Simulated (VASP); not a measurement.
Runs of VASP 6.6.1 on Mg2Sn. The structure is that of space group Fm-3m (No. 225), or close to it. The cells are those of the table. 

```tsv
cell	gap on the mesh (eV)	pressure (GPa)
a = 4.913 Å, angles 60.0°, 3 atoms	none	-2.0
a = 4.588 Å, angles 60.0°, 3 atoms	0.01	(b)
a = 4.723 Å, angles 60.0°, 3 atoms	none	(a)
a = 4.718 Å, angles 60.0°, 3 atoms	none	2.9
```

Alike in all rows: task single point; level PBE; potentials or basis VASP PAW PBE potentials, release 64 (Mg, Sn_d); no spin polarisation; k mesh 12 × 12 × 12; cutoff (eV) 600; smearing gaussian 0.1 eV.

Question: Estimate the missing entries.

Answer: (a) 2.7; (b) 8.0.

Caveats: spin-orbit coupling is left out, which moves the levels of the heavy elements.

A k mesh can miss the band edges, and the runs leave out spin-orbit coupling on Sn.

A gap of «none» marks levels without a gap at the run's occupations.
